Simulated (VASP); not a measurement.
# TiH (Fm-3m) in VASP: notebook, part 2 of 3

VASP 6.6.1. Earlier steps stand in the parts before.

### 3 Single point, PBEsol

This run uses another cell than the first one, of 8.90 Å³/atom, 1.060 times its volume.

INCAR reads:

```
PREC = Accurate ; ENCUT = 520
EDIFF = 1E-6 ; ISMEAR = -1
SIGMA = 0.05 ; LREAL = F
LASPH = T ; NELM = 60
ALGO = Normal ; ISIF = 2
LWAVE = F ; LCHARG = T
GGA = PS ; LELF = T
LVHAR = T ; NBANDS = 14
```

KPOINTS reads:

```
Automatic mesh
0
Gamma
  11 11 11
```

POSCAR reads:

```
TiH
1.0
    0.0000000000      2.0724984493      2.0724984493
    2.0724984493      0.0000000000      2.0724984493
    2.0724984493      2.0724984493      0.0000000000
Ti H
1 1
Direct
    0.0000000000      0.0000000000      0.0000000000
    0.5000000000      0.5000000000      0.5000000000
```

Potentials or basis: VASP PAW PBE potentials, release 64 (Ti_sv, H).

The run is started by

```console
$ cat potpaw_PBE.64/Ti_sv/POTCAR potpaw_PBE.64/H/POTCAR > POTCAR
$ mpirun -np 1 vasp_std > vasp.out
```

OUTCAR:

```text
PREC = Accurate
   ENCUT = 520
   EDIFF = 1E-6
   ISMEAR = -1
   LREAL = F
   LASPH = T
   NELM = 60
   ISIF = 2
   GGA = PS

 ion  position               nearest neighbor table
   1  0.000  0.000  0.000-
   2  0.500  0.500  0.500-

  LATTYP: Found a face centered cubic cell.
 ALAT       =     4.1449968986

  Lattice vectors:

 A1 = (   0.0000000000,   2.0724984493,   2.0724984493)
 A2 = (   2.0724984493,   0.0000000000,   2.0724984493)
 A3 = (   2.0724984493,   2.0724984493,   0.0000000000)

Analysis of symmetry for initial positions (statically):
=====================================================================
 Subroutine PRICEL returns:
 Original cell was already a primitive cell.

 Routine SETGRP: Setting up the symmetry group for a
 face centered cubic supercell.

 Subroutine GETGRP returns: Found 48 space group operations
 (whereof 48 operations were pure point group operations)
 out of a pool of 48 trial point group operations.

The static configuration has the point symmetry O_h .

Analysis of symmetry for dynamics (positions and initial velocities):
=====================================================================
 Subroutine PRICEL returns:
 Original cell was already a primitive cell.

 Routine SETGRP: Setting up the symmetry group for a
 face centered cubic supercell.

 Subroutine GETGRP returns: Found 48 space group operations
 (whereof 48 operations were pure point group operations)
 out of a pool of 48 trial point group operations.

The dynamic configuration has the point symmetry O_h .

 Subroutine INISYM returns: Found 48 space group operations
 (whereof 48 operations are pure point group operations),
 and found     1 'primitive' translations

----------------------------------------------------------------------------------------

                                     Primitive cell

  volume of cell :      17.8038

[... 111 lines left out ...]
  Thomas-Fermi vector in A             =   2.588986
   LORBIT       =      0    0 simple, 1 ext, 2 COOP (PROOUT), +10 PAW based schemes
   GGA     = PS    functional components
   LHFCALC =     F    Hartree Fock is set to
   AEXX    =    0.0000 exact exchange contribution
   IVDW    =     0    specifies the selected vdW correction
   LEPSILON=     F    determine dielectric tensor
   LRPA    =     F    only Hartree local field effects (RPA)
 non-spin polarized calculation
  energy-cutoff  :      520.00
  volume of cell :       17.80
 maximum number of plane-waves:       531
 NGX is ok and might be reduce to    24
   NGX = 11   NGY = 11   NGZ = 11

 number of electron      12.9999998 magnetization

 Free energy of the ion-electron system (eV)
  ---------------------------------------------------
  ext. energy  EPLUGINS =         0.00000000
  ---------------------------------------------------
  free energy    TOTEN  =       -12.42783695 eV

  energy without entropy =      -12.40748552  energy(sigma->0) =      -12.41766124

 E-fermi :   8.9235     XC(G=0): -12.1769

 val. band max:        8.9136665197   @ k =   0.1818   0.0000   0.0000
 cond. band min:       8.9468671740   @ k =  -0.4545   0.1818   0.0909
 fundamental gap:      0.0332006543
 Fermi energy:         8.9235215168

 k-point     1 :       0.0000    0.0000    0.0000
  band No.  band energies     occupation
      1     -47.5085      2.00000
      2     -23.5165      2.00000
      3     -23.5165      2.00000
      4     -23.5165      2.00000
      5      -0.6589      2.00000
      6       9.6276      0.00000
      7       9.6276      0.00000
      8       9.6276      0.00000
      9      11.1624      0.00000
     10      11.1624      0.00000
     11      19.8474      0.00000
     12      23.6296      0.00000
     13      25.3917      0.00000
     14      25.3917      0.00000
[... 377 lines left out ...]
      1     -47.4286      2.00000
      2     -23.8981      2.00000
      3     -23.6672      2.00000
      4     -23.5566      2.00000
      5       1.5168      2.00000
      6       8.4553      1.99983
      7       8.8169      1.78793
      8      10.1649      0.00000
      9      10.5378      0.00000
     10      12.1076      0.00000
     11      16.6287      0.00000
     12      21.6812      0.00000
     13      24.9159      0.00000
     14      27.1135      0.00000

 [... further k-points ...]
[... 5 lines left out ...]
  --------------------------------------------------------------------------------------
  -------------------------------------------------------------------------------------
  Total       -0.0134294     -0.0134294     -0.0134294     -0.0000000      0.0000000     -0.0000000
  in kB       -1.2085221     -1.2085221     -1.2085221     -0.0000000      0.0000000     -0.0000000
  external PRESSURE =      -1.2085221 kB  Pullay stress =       0.0000000 kB

 VOLUME and BASIS-vectors are now :
 -----------------------------------------------------------------------------
  energy-cutoff  :      520.00
  volume of cell :       17.80
      direct lattice vectors                 reciprocal lattice vectors
     0.000000000  2.072498449  2.072498449    -0.241254704  0.241254704  0.241254704
     2.072498449  0.000000000  2.072498449     0.241254704 -0.241254704  0.241254704
     2.072498449  2.072498449  0.000000000     0.241254704  0.241254704 -0.241254704

 POSITION                                       TOTAL-FORCE (eV/Angst)
 -----------------------------------------------------------------------------------
      0.00000      0.00000      0.00000         0.000000      0.000000     -0.000000
      2.07250      2.07250      2.07250         0.000000      0.000000      0.000000
 -----------------------------------------------------------------------------------
    total drift:                                0.000000     -0.000000     -0.000000

  FREE ENERGIE OF THE ION-ELECTRON SYSTEM (eV)
  ---------------------------------------------------
  free  energy   TOTEN  =       -12.4278369537 eV

  energy  without entropy=      -12.4074855246  energy(sigma->0) =      -12.41766124
```

OSZICAR:

```text
N       E                     dE             d eps       ncg     rms          rms(c)
DAV:   1     0.953095949438E+02    0.95310E+02   -0.64271E+03  1574   0.106E+03
DAV:   2    -0.951759945911E+01   -0.10483E+03   -0.10102E+03  1652   0.294E+02
DAV:   3    -0.139404000458E+02   -0.44228E+01   -0.43452E+01  2022   0.616E+01
DAV:   4    -0.140378110702E+02   -0.97411E-01   -0.97313E-01  1814   0.835E+00
DAV:   5    -0.140398867094E+02   -0.20756E-02   -0.20756E-02  1850   0.113E+00    0.115E+01
DAV:   6    -0.124559448355E+02    0.15839E+01   -0.20370E+00  1736   0.242E+01    0.254E+00
DAV:   7    -0.124251301853E+02    0.30815E-01   -0.15363E-01  1872   0.343E+00    0.133E+00
DAV:   8    -0.124276018572E+02   -0.24717E-02   -0.39369E-02  1646   0.249E+00    0.306E-01
DAV:   9    -0.124278550038E+02   -0.25315E-03   -0.41574E-03  1954   0.767E-01    0.128E-01
DAV:  10    -0.124278474153E+02    0.75885E-05   -0.20138E-04  1670   0.199E-01    0.641E-02
DAV:  11    -0.124278383429E+02    0.90724E-05   -0.64583E-05  1682   0.862E-02    0.133E-02
DAV:  12    -0.124278364901E+02    0.18527E-05   -0.27974E-06  1894   0.181E-02    0.723E-03
DAV:  13    -0.124278369537E+02   -0.46356E-06   -0.90871E-07  1350   0.137E-02
   1 F= -.12427837E+02 E0= -.12417661E+02  d E =-.203514E-01
```

stdout:

```text
POSCAR found type information on POSCAR TiH
 POSCAR found :  2 types and       2 ions
 scaLAPACK will be used
 -----------------------------------------------------------------------------
|                                                                             |
|                                                                             |
|     You enforced a specific xc type in the INCAR file but a different       |
|     I HOPE YOU KNOW WHAT YOU ARE DOING!                                     |
|                                                                             |
 -----------------------------------------------------------------------------

 LDA part: xc-table for (Slater+PW92), standard interpolation
 POSCAR, INCAR and KPOINTS ok, starting setup
 FFT: planning ... GRIDC
 FFT: planning ... GRID_SOFT
 FFT: planning ... GRID
 WAVECAR not read
 entering main loop
```

It took 5.5 s on 1 thread of Intel Xeon 6975P-C (Granite Rapids), shared host; peak memory 0.14 GiB.

What came out:

```
Free energy : -12.4278 eV
Pressure    : -0.1 GPa
```

Levels at points of the mesh, in eV from the Fermi level:
```csv
k point,band 3,band 4,band 5,band 6,band 7,band 8,band 9,band 10
"(0.00, 0.00, 0.00)",-32.44,-32.44,-9.58,0.70,0.70,0.70,2.24,2.24
```

Caveat: the PAW data sets were made with another functional, which shifts forces and pressure a little.

### 4 Single point, LDA

This run uses another cell than the first one, of 8.64 Å³/atom, 1.029 times its volume.

INCAR reads:

```
SYSTEM = TiH
PREC = Accurate
ENCUT = 520
EDIFF = 1E-7
ISMEAR = -1
SIGMA = 0.05
LREAL = .False.
LASPH = .True.
NELM = 100
ALGO = Normal
ISIF = 2
LWAVE = .False.
LCHARG = .True.
LELF = .True.
LVHAR = .True.
NBANDS = 14
```

KPOINTS reads:

```
Automatic mesh
0
Gamma
  11 11 11
  0 0 0
```

POSCAR reads:

```
TiH
1.0
    0.0000000000      2.0519661503      2.0519661503
    2.0519661503      0.0000000000      2.0519661503
    2.0519661503      2.0519661503      0.0000000000
Ti H
1 1
Direct
    0.0000000000      0.0000000000      0.0000000000
    0.5000000000      0.5000000000      0.5000000000
```

Potentials or basis: VASP PAW LDA potentials, release 64 (Ti_sv, H).

The run is started by

```console
$ cat potpaw_LDA.64/Ti_sv/POTCAR potpaw_LDA.64/H/POTCAR > POTCAR
$ mpirun -np 1 vasp_std > vasp.out
```

Run time: 5.1 s. Hardware: 1 thread of Intel Xeon 6975P-C (Granite Rapids), shared host; peak memory 0.13 GiB.

It converged, with:

* Free energy: -12.8957 eV
* Pressure: 0.1 GPa

Levels at points of the mesh, in eV from the Fermi level:
```csv
k point,band 4,band 5,band 6,band 7,band 8,band 9
"(0.00, 0.00, 0.00)",-32.18,-9.63,0.69,0.69,0.69,2.25
```

### 5 Relaxation of cell and atoms, PBEsol

This run uses another cell than the first one, of 9.13 Å³/atom, 1.087 times its volume.

INCAR reads:

```
SYSTEM = TiH
PREC = Accurate
ENCUT = 600
EDIFF = 1E-6
ISMEAR = -1
SIGMA = 0.05
LREAL = .False.
LASPH = .True.
NELM = 60
ALGO = Normal
ISIF = 3
LWAVE = .False.
LCHARG = .False.
GGA = PS
IBRION = 2
NSW = 80
EDIFFG = -0.01
```

KPOINTS is that of step 4.

POSCAR reads:

```
TiH
1.0
    0.0000000000      2.0896970000      2.0896970000
    2.0896970000      0.0000000000      2.0896970000
    2.0896970000      2.0896970000      0.0000000000
Ti H
1 1
Direct
    0.0000000000      0.0000000000      0.0000000000
    0.5000000000      0.5000000000      0.5000000000
```

Potentials or basis: VASP PAW PBE potentials, release 64 (Ti_sv, H).

The run is started by

```console
$ cat potpaw_PBE.64/Ti_sv/POTCAR potpaw_PBE.64/H/POTCAR > POTCAR
$ mpirun -np 1 vasp_std > vasp.out
```

It took 13 s on 1 thread of Intel Xeon 6975P-C (Granite Rapids), shared host; peak memory 0.15 GiB.

The run converged. Its results:

```
Free energy                            : -12.4284 eV
Relaxed volume                         : 8.90 Å³/atom
Relaxed cell                           : a = 2.931 Å, b = 2.931 Å, c = 2.931 Å, α = 60.00°, β = 60.00°, γ = 60.00°
Space group after relaxing (to 0.05 Å) : Fm-3m (No. 225)
Energy gained by relaxing              : 2.5 meV/atom
Ionic steps                            : 4
Pressure after relaxing                : 0.0 GPa
```

Step by step:
```
step  energy change (eV)  largest force (eV/Å)  pressure (GPa)  volume (Å³)
   1              0.0000                0.0000           -4.54        18.25
   2             -0.0038                0.0000            1.91        17.58
   3             -0.0050                0.0000           -0.33        17.84
   4             -0.0051                0.0000           -0.03        17.80
```

Final structure:
```
CELL_PARAMETERS angstrom
0.00000 2.07238 2.07238
2.07238 0.00000 2.07238
2.07238 2.07238 0.00000
ATOMIC_POSITIONS crystal
Ti 0.00000 0.00000 0.00000
H 0.50000 0.50000 0.50000
```

Levels at points of the mesh, in eV from the Fermi level:
```
           k point  band 3  band 4  band 5  band 6  band 7  band 8  band 9  band 10
(0.00, 0.00, 0.00)  -32.44  -32.44   -9.58    0.70    0.70    0.70    2.24     2.24
```

Caveat: the PAW data sets were made with another functional, which shifts forces and pressure a little.

### 6 Relaxation of cell and atoms, LDA

This run uses another cell than the first one, of 9.13 Å³/atom, 1.087 times its volume.

INCAR reads:

```
PREC     = Accurate       # precision mode
ENCUT    = 600            # plane-wave cutoff, eV
EDIFF    = 1E-6           # SCF threshold, eV
ISMEAR   = -1             # smearing method
SIGMA    = 0.05           # smearing width, eV
LREAL    = False          # projectors in reciprocal space
LASPH    = True           # aspherical terms in the spheres
NELM     = 100            # most SCF steps
ALGO     = Normal         # electronic algorithm
ISIF     = 3              # what is computed and relaxed
LWAVE    = False          # write WAVECAR
LCHARG   = False          # write CHGCAR
IBRION   = 2              # ionic algorithm
NSW      = 80             # ionic steps
EDIFFG   = -0.01          # ionic threshold
```

KPOINTS reads:

```
regular mesh
0
Gamma
  11 11 11
```

POSCAR is that of step 5.

Potentials or basis: VASP PAW LDA potentials, release 64 (Ti_sv, H).

The run is started by

```console
$ cat potpaw_LDA.64/Ti_sv/POTCAR potpaw_LDA.64/H/POTCAR > POTCAR
$ mpirun -np 1 vasp_std > vasp.out
```

OUTCAR:

```text
PREC = Accurate
   ENCUT = 600
   EDIFF = 1E-6
   ISMEAR = -1
   LREAL = False
   LASPH = True
   NELM = 100
   ISIF = 3
   IBRION = 2
   NSW = 80
   EDIFFG = -0.01

 ion  position               nearest neighbor table
   1  0.000  0.000  0.000-
   2  0.500  0.500  0.500-

  LATTYP: Found a face centered cubic cell.
 ALAT       =     4.1793940000

  Lattice vectors:

 A1 = (   0.0000000000,   2.0896970000,   2.0896970000)
 A2 = (   2.0896970000,   0.0000000000,   2.0896970000)
 A3 = (   2.0896970000,   2.0896970000,   0.0000000000)

Analysis of symmetry for initial positions (statically):
=====================================================================
 Subroutine PRICEL returns:
 Original cell was already a primitive cell.

 Routine SETGRP: Setting up the symmetry group for a
[... 251 lines left out ...]

 val. band max:        9.1263790866   @ k =  -0.4545   0.1818   0.0000
 cond. band min:       9.1525926783   @ k =  -0.4545   0.1818   0.0909
 fundamental gap:      0.0262135917
 Fermi energy:         9.1459530716

 k-point     1 :       0.0000    0.0000    0.0000
  band No.  band energies     occupation
      1     -46.7892      2.00000
      2     -23.0398      2.00000
      3     -23.0398      2.00000
      4     -23.0398      2.00000
      5      -0.4790      2.00000
      6       9.8369      0.00000
      7       9.8369      0.00000
      8       9.8369      0.00000
      9      11.3936      0.00000
     10      11.3936      0.00000
[... 287 lines left out ...]
 k-point    24 :      -0.1818    0.1818    0.0000
  band No.  band energies     occupation
      1     -46.6958      2.00000
      2     -23.4684      2.00000
      3     -23.2084      2.00000
      4     -23.0842      2.00000
      5       1.7466      2.00000
      6       8.6473      1.99991
      7       9.0093      1.87799
      8      10.3602      0.00000
      9      10.7800      0.00000
     10      12.3968      0.00000

 [... further k-points ...]
[... 5 lines left out ...]
  --------------------------------------------------------------------------------------
  -------------------------------------------------------------------------------------
  Total        0.0016599      0.0016599      0.0016599      0.0000000     -0.0000000      0.0000000
  in kB        0.1537622      0.1537622      0.1537622      0.0000000     -0.0000000      0.0000000
  external PRESSURE =       0.1537622 kB  Pullay stress =       0.0000000 kB
[... 17 lines left out ...]
  FREE ENERGIE OF THE ION-ELECTRON SYSTEM (eV)
  ---------------------------------------------------
  free  energy   TOTEN  =       -12.8964928082 eV

  energy  without entropy=      -12.8761874198  energy(sigma->0) =      -12.88634011

 reached required accuracy - stopping structural energy minimisation
```

OSZICAR:

```text
N       E                     dE             d eps       ncg     rms          rms(c)
DAV:   1     0.863520092881E+02    0.86352E+02   -0.77010E+03  1120   0.163E+03
DAV:   2    -0.943771899486E+01   -0.95790E+02   -0.94125E+02  1154   0.356E+02
DAV:   3    -0.142760962838E+02   -0.48384E+01   -0.47468E+01  1618   0.832E+01
[... 26 lines left out ...]
DAV:   4    -0.128961812277E+02   -0.33254E-03   -0.94101E-04  1446   0.205E-01    0.443E-02
DAV:   5    -0.128964205046E+02   -0.23928E-03   -0.35485E-04  1476   0.132E-01    0.390E-02
DAV:   6    -0.128964849839E+02   -0.64479E-04   -0.13083E-04  1450   0.924E-02    0.134E-02
DAV:   7    -0.128964917499E+02   -0.67660E-05   -0.10616E-05  1376   0.281E-02    0.464E-03
DAV:   8    -0.128964927860E+02   -0.10361E-05   -0.30988E-06  1232   0.138E-02    0.379E-04
DAV:   9    -0.128964928082E+02   -0.22211E-07   -0.93936E-08   564   0.305E-03
   3 F= -.12896493E+02 E0= -.12886340E+02  d E =-.235517E-01
```

CONTCAR:

```text
TiH
   1.00000000000000
     0.0000000000000000    2.0526003182462671    2.0526003182462671
     2.0526003182462671    0.0000000000000000    2.0526003182462671
     2.0526003182462671    2.0526003182462671   -0.0000000000000000
  Ti              H
     1     1
Direct
     0.0000000000000000    0.0000000000000000    0.0000000000000000
     0.5000000000000000    0.5000000000000000    0.5000000000000000

  0.00000000E+00  0.00000000E+00  0.00000000E+00
  0.00000000E+00  0.00000000E+00  0.00000000E+00
```

It took 9.1 s on 1 thread of Intel Xeon 6975P-C (Granite Rapids), shared host; peak memory 0.14 GiB.

What came out:

* Free energy: -12.8965 eV
* Relaxed volume: 8.65 Å³/atom
* Relaxed cell: a = 2.903 Å, b = 2.903 Å, c = 2.903 Å, α = 60.00°, β = 60.00°, γ = 60.00°
* Space group after relaxing (to 0.05 Å): Fm-3m (No. 225)
* Energy gained by relaxing: 11.8 meV/atom
* Ionic steps: 3
* Pressure after relaxing: 0.0 GPa

Step by step:
| step | energy change (eV) | largest force (eV/Å) | pressure (GPa) | volume (Å³) |
| --- | --- | --- | --- | --- |
| 1 | 0.0000 | 0.0000 | -7.56 | 18.25 |
| 2 | -0.0228 | 0.0000 | 1.50 | 17.14 |
| 3 | -0.0236 | 0.0000 | 0.02 | 17.30 |

Final structure:
```yaml
crystal:
  lattice:
    - [0.00000, 2.05260, 2.05260]
    - [2.05260, 0.00000, 2.05260]
    - [2.05260, 2.05260, 0.00000]
  atoms:
    - { symbol: Ti, position: [0.00000, 0.00000, 0.00000] }
    - { symbol: H, position: [0.50000, 0.50000, 0.50000] }
```

[end of part 2 of 3]
